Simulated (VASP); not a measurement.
# Ag (Fd-3m) in VASP: further runs

Runs on Ag. Level: BLYP. Tasks: single point.

Everything below comes from runs of VASP 6.6.1. Logs are shortened: lines on timing, memory, paths and dates and some standing lists are left out, and cuts for length are marked.

### 1 The cell of the first run

The structure is cubic, space group Fd-3m (No. 227). Conventional cell: a = 6.376 Å, b = 6.376 Å, c = 6.376 Å, α = 90.00°, β = 90.00°, γ = 90.00°. Within 3.6 Å of Ag (site symmetry -43m) lie 4 Ag at 2.76 Å.

### 2 Single point, BLYP

Contents of INCAR:

```
SYSTEM = Ag
PREC = Accurate
ENCUT = 520
EDIFF = 1E-7
ISMEAR = -1
SIGMA = 0.1
LREAL = .FALSE.
LASPH = .TRUE.
NELM = 60
ALGO = Normal
ISIF = 2
LWAVE = .FALSE.
LCHARG = .FALSE.
GGA = B5
ALDAX = 1.0
AGGAX = 1.0
AGGAC = 1.0
ALDAC = 0.0
NBANDS = 18
```

Contents of KPOINTS:

```
regular mesh
0
G
  10 10 10
  0 0 0
```

Contents of POSCAR:

```
Ag
1.0
    0.0000000000      3.1879028725      3.1879028725
    3.1879028725      0.0000000000      3.1879028725
    3.1879028725      3.1879028725      0.0000000000
Ag
2
Direct
    0.1250000000      0.1250000000      0.1250000000
    0.8750000000      0.8750000000      0.8750000000
```

Potentials or basis: VASP PAW PBE potentials, release 64 (Ag).

Started as:

```
cat potpaw_PBE.64/Ag/POTCAR > POTCAR
mpirun -np 1 vasp_std > vasp.out
```

OUTCAR:

```text
SYSTEM = Ag
   PREC = Accurate
   ENCUT = 520
   EDIFF = 1E-7
   ISMEAR = -1
   LREAL = .FALSE.
   LASPH = .TRUE.
   NELM = 60
   ISIF = 2
   GGA = B5

 ion  position               nearest neighbor table
   1  0.125  0.125  0.125-   2 2.76   2 2.76   2 2.76   2 2.76
   2  0.875  0.875  0.875-   1 2.76   1 2.76   1 2.76   1 2.76

  LATTYP: Found a face centered cubic cell.
 ALAT       =     6.3758057450

  Lattice vectors:

 A1 = (   0.0000000000,   3.1879028725,   3.1879028725)
 A2 = (   3.1879028725,   0.0000000000,   3.1879028725)
 A3 = (   3.1879028725,   3.1879028725,   0.0000000000)

Analysis of symmetry for initial positions (statically):
=====================================================================
 Subroutine PRICEL returns:
 Original cell was already a primitive cell.

 Routine SETGRP: Setting up the symmetry group for a
 face centered cubic supercell.

 Subroutine GETGRP returns: Found 48 space group operations
 (whereof 12 operations were pure point group operations)
 out of a pool of 48 trial point group operations.

The static configuration has the point symmetry D_3d.
 The point group associated with its full space group is O_h .

Analysis of symmetry for dynamics (positions and initial velocities):
=====================================================================
 Subroutine PRICEL returns:
 Original cell was already a primitive cell.

 Routine SETGRP: Setting up the symmetry group for a
 face centered cubic supercell.

 Subroutine GETGRP returns: Found 48 space group operations
 (whereof 12 operations were pure point group operations)
 out of a pool of 48 trial point group operations.

The dynamic configuration has the point symmetry D_3d.
 The point group associated with its full space group is O_h .

 Subroutine INISYM returns: Found 48 space group operations
 (whereof 12 operations are pure point group operations),
 and found     1 'primitive' translations

----------------------------------------------------------------------------------------

                                     Primitive cell

  volume of cell :      64.7956

  direct lattice vectors                    reciprocal lattice vectors
     0.000000000  3.187902873  3.187902873    -0.156842922  0.156842922  0.156842922
     3.187902873  0.000000000  3.187902873     0.156842922 -0.156842922  0.156842922
     3.187902873  3.187902873  0.000000000     0.156842922  0.156842922 -0.156842922

  length of vectors
     4.508375478  4.508375478  4.508375478     0.271659909  0.271659909  0.271659909

  position of ions in fractional coordinates (direct lattice)
     0.125000000  0.125000000  0.125000000
     0.875000000  0.875000000  0.875000000

  ion indices of the primitive-cell ions
   primitive index   ion index
                 1           1
                 2           2

----------------------------------------------------------------------------------------

 KPOINTS: regular mesh

Automatic generation of k-mesh.
 Grid dimensions read from file:
 generate k-points for:   10   10   10

 Generating k-lattice:

  Cartesian coordinates                     Fractional coordinates (reciprocal lattice)
    -0.015684292  0.015684292  0.015684292     0.100000000  0.000000000  0.000000000
     0.015684292 -0.015684292  0.015684292     0.000000000  0.100000000  0.000000000
     0.015684292  0.015684292 -0.015684292     0.000000000  0.000000000  0.100000000

  Length of vectors
     0.027165991  0.027165991  0.027165991

  Shift w.r.t. Gamma in fractional coordinates (k-lattice)
     0.000000000  0.000000000  0.000000000

 Subroutine IBZKPT returns following result:
 ===========================================

 Found     47 irreducible k-points:

 Following reciprocal coordinates:
            Coordinates               Weight
  0.000000  0.000000  0.000000      1.000000
  0.100000  0.000000  0.000000      8.000000
  0.200000  0.000000  0.000000      8.000000
  0.300000  0.000000  0.000000      8.000000
  0.400000  0.000000  0.000000      8.000000
  0.500000  0.000000  0.000000      4.000000
[... 16 lines left out ...]
  0.300000  0.300000  0.000000      6.000000
  0.400000  0.300000  0.000000     24.000000
 [... further k-points ...]
   k-points           NKPTS =     47   k-points in BZ     NKDIM =     47   number of bands    NBANDS=     18
   number of dos      NEDOS =    301   number of ions     NIONS =      2
   total plane-waves  NPLWV =  46656
   dimension x,y,z NGX =    36 NGY =   36 NGZ =   36
   dimension x,y,z NGXF=    72 NGYF=   72 NGZF=   72
   ions per type =               2
   NGX,Y,Z   is equivalent  to a cutoff of  13.27, 13.27, 13.27 a.u.
   NGXF,Y,Z  is equivalent  to a cutoff of  26.55, 26.55, 26.55 a.u.
 SYSTEM =  Ag
   PREC   = accura    normal or accurate (medium, high low for compatibility)
   ISTART =      0    job   : 0-new  1-cont  2-samecut
   ICHARG =      2    charge: 1-file 2-atom 10-const
   ISPIN  =      1    spin polarized calculation?
   LNONCOLLINEAR =      F non collinear calculations
   LSORBIT =      F    spin-orbit coupling
   LASPH  =      T    aspherical Exc in radial PAW
   ENCUT  =  520.0 eV  38.22 Ry    6.18 a.u.   8.38  8.38  8.38*2*pi/ulx,y,z
   NELM   =     60;   NELMIN=  2; NELMDL= -5     # of ELM steps
   EDIFF  = 0.1E-06   stopping-criterion for ELM
   LREAL  =      F    real-space projection
   EDIFFG = 0.1E-05   stopping-criterion for IOM
   NSW    =      0    number of steps for IOM
   IBRION =     -1    ionic relax: 0-MD 1-quasi-New 2-CG
   NFREE  =      0    steps in history (QN), initial steepest desc. (CG)
   ISIF   =      2    stress and relaxation
   ISYM   =      2    0-nonsym 1-usesym 2-fastsym
   POTIM  = 0.5000    time-step for ionic-motion
   TEBEG  =    0.0;   TEEND  =   0.0 temperature during run
   PSTRESS=    0.0 pullay stress
   NELECT =      22.0000    total number of electrons
   NUPDOWN=      -1.0000    fix difference up-down
   EMIN   =  10.00;   EMAX   =-10.00  energy-range for DOS
   EFERMI =   0.00;   METHOD = LEGACY
   ISMEAR =    -1;   SIGMA  =   0.10  broadening in eV -4-tet -1-fermi 0-gaus
   EFERMI_NEDOS =   21; number of points for ismear=-14 and -15
   IALGO  =     38    algorithm
   IMIX   =      4    mixing-type and parameters
     AMIX     =   0.40;   BMIX     =  1.00
     AMIX_MAG =   1.60;   BMIX_MAG =  1.00
  volume/ion in A,a.u.               =      32.40       218.63
  Fermi-wavevector in a.u.,A,eV,Ry     =   1.142091  2.158239 17.747051  1.304371
  Thomas-Fermi vector in A             =   2.278790
   LORBIT       =      0    0 simple, 1 ext, 2 COOP (PROOUT), +10 PAW based schemes
   GGA     = B5    functional components
   LHFCALC =     F    Hartree Fock is set to
   AEXX    =    0.0000 exact exchange contribution
   IVDW    =     0    specifies the selected vdW correction
   LEPSILON=     F    determine dielectric tensor
   LRPA    =     F    only Hartree local field effects (RPA)
 non-spin polarized calculation
  energy-cutoff  :      520.00
  volume of cell :       64.80
 maximum number of plane-waves:      1807
 NGX is ok and might be reduce to    36
   NGX = 17   NGY = 17   NGZ = 17

 number of electron      22.0000002 magnetization

 Free energy of the ion-electron system (eV)
  ---------------------------------------------------
  ext. energy  EPLUGINS =         0.00000000
  ---------------------------------------------------
  free energy    TOTEN  =        -3.27175446 eV

  energy without entropy =       -3.25296811  energy(sigma->0) =       -3.26236129

 E-fermi :   2.4730     XC(G=0):  -8.0011

 val. band max:        2.2474481783   @ k =  -0.3000   0.4000   0.2000
 cond. band min:       2.4737223154   @ k =   0.5000   0.1000   0.0000
 fundamental gap:      0.2262741371
 Fermi energy:         2.4729926731

 k-point     1 :       0.0000    0.0000    0.0000
  band No.  band energies     occupation
      1      -1.8573      2.00000
      2      -1.8146      2.00000
      3      -1.8146      2.00000
      4      -1.8146      2.00000
      5      -1.8128      2.00000
      6      -1.8128      2.00000
[... 10 lines left out ...]
     17      11.2024      0.00000
     18      11.5055      0.00000

 k-point     2 :       0.1000    0.0000    0.0000
  band No.  band energies     occupation
      1      -1.8921      2.00000
      2      -1.8921      2.00000
      3      -1.8189      2.00000
      4      -1.7582      2.00000
      5      -1.7161      2.00000
      6      -1.7161      2.00000
[... 10 lines left out ...]
     17      11.7403      0.00000
     18      12.4512      0.00000

 k-point     3 :       0.2000    0.0000    0.0000
  band No.  band energies     occupation
      1      -1.9334      2.00000
      2      -1.9334      2.00000
      3      -1.8208      2.00000
      4      -1.6328      2.00000
      5      -1.6328      2.00000
      6      -1.5333      2.00000
[... 10 lines left out ...]
     17      12.2623      0.00000
     18      13.0095      0.00000

 k-point     4 :       0.3000    0.0000    0.0000
  band No.  band energies     occupation
      1      -1.9343      2.00000
      2      -1.9343      2.00000
      3      -1.8192      2.00000
      4      -1.6007      2.00000
      5      -1.6007      2.00000
      6      -1.3849      2.00000
[... 375 lines left out ...]
      4      -1.6494      2.00000
      5      -1.4182      2.00000
      6      -1.3439      2.00000
[... 10 lines left out ...]
     17      12.5381      0.00000
     18      13.0605      0.00000

 k-point    23 :       0.3000    0.3000    0.0000
  band No.  band energies     occupation
      1      -2.0667      2.00000
      2      -1.8614      2.00000
      3      -1.8614      2.00000
      4      -1.4876      2.00000
      5      -1.4651      2.00000
      6      -1.2709      2.00000
[... 10 lines left out ...]
     17      15.6128      0.00000
     18      15.6128      0.00000

 k-point    24 :       0.4000    0.3000    0.0000
  band No.  band energies     occupation
      1      -2.0609      2.00000
      2      -1.8763      2.00000
      3      -1.8707      2.00000
      4      -1.5393      2.00000
      5      -1.3938      2.00000
      6      -1.1950      2.00000
[... 10 lines left out ...]
     17      15.4764      0.00000
     18      15.6729      0.00000

 [... further k-points ...]

------------------------ aborting loop because EDIFF is reached ----------------------------------------

  FORCE on cell =-STRESS in cart. coord.  units (eV):
  Direction    XX          YY          ZZ          XY          YZ          ZX
  --------------------------------------------------------------------------------------
  -------------------------------------------------------------------------------------
  Total        0.0267098      0.0267098      0.0267098      0.0000000     -0.0000000     -0.0000000
  in kB        0.6604446      0.6604446      0.6604446      0.0000000     -0.0000000     -0.0000000
  external PRESSURE =       0.6604446 kB  Pullay stress =       0.0000000 kB

 VOLUME and BASIS-vectors are now :
 -----------------------------------------------------------------------------
  energy-cutoff  :      520.00
  volume of cell :       64.80
      direct lattice vectors                 reciprocal lattice vectors
     0.000000000  3.187902873  3.187902873    -0.156842922  0.156842922  0.156842922
     3.187902873  0.000000000  3.187902873     0.156842922 -0.156842922  0.156842922
     3.187902873  3.187902873  0.000000000     0.156842922  0.156842922 -0.156842922

 POSITION                                       TOTAL-FORCE (eV/Angst)
 -----------------------------------------------------------------------------------
      0.79698      0.79698      0.79698         0.000000      0.000000      0.000000
      5.57883      5.57883      5.57883        -0.000000     -0.000000     -0.000000
 -----------------------------------------------------------------------------------
    total drift:                                0.000000      0.000000      0.000000

  FREE ENERGIE OF THE ION-ELECTRON SYSTEM (eV)
  ---------------------------------------------------
  free  energy   TOTEN  =        -3.2717544631 eV

  energy  without entropy=       -3.2529681096  energy(sigma->0) =       -3.26236129
```

Run time: 60 s. Hardware: 1 thread of AMD EPYC 7R43 (Zen 3), shared host; peak memory 0.18 GiB.

Results:

* Free energy: -3.2718 eV
* Pressure: 0.1 GPa
* Band gap on the k mesh: zero (band 11 reaches 2.74 eV, above the bottom of band 12 at 2.15 eV)

Caveat: the PAW data sets were made with another functional, which shifts forces and pressure a little.

### 3 Single point, BLYP

Contents of INCAR:

```
  PREC = Accurate
  ENCUT = 520
  EDIFF = 1E-6
  ISMEAR = -1
  SIGMA = 0.1
  LREAL = F
  LASPH = T
  NELM = 60
  ALGO = Normal
  ISIF = 2
  LWAVE = F
  LCHARG = F
  GGA = B5
  ALDAX = 1.0
  AGGAX = 1.0
  AGGAC = 1.0
  ALDAC = 0.0
  NBANDS = 18
```

Contents of KPOINTS:

```
regular mesh
0
Gamma
  10 10 10
```

POSCAR is that of step 2.

Potentials or basis: VASP PAW PBE potentials, release 64 (Ag).

Started as:

```
cat potpaw_PBE.64/Ag/POTCAR > POTCAR
mpirun -np 1 vasp_std > vasp.out
```

It took 60 s on 1 thread of AMD EPYC 7R43 (Zen 3), shared host; peak memory 0.19 GiB.

Results (log left out):

- Free energy: -3.2718 eV
- Pressure: 0.1 GPa
- Band gap on the k mesh: zero (band 11 reaches 2.74 eV, above the bottom of band 12 at 2.15 eV)

Levels at points of the mesh, in eV from the Fermi level:
```tsv
k point	band 7	band 8	band 9	band 10	band 11	band 12	band 13	band 14	band 15	band 16
(0.00, 0.00, 0.00)	-3.18	-3.18	-3.18	-2.71	-2.71	7.96	7.96	7.96	8.73	8.73
(0.50, 0.00, 0.00)	-3.10	-3.10	-2.74	-2.74	-1.02	-0.32	5.79	5.79	8.32	9.39
(0.50, 0.50, 0.00)	-3.39	-3.39	-2.65	-2.65	0.04	0.04	3.43	3.43	6.85	6.85
```

Caveat: the PAW data sets were made with another functional, which shifts forces and pressure a little.

(Part 1 of 2 ends here.)
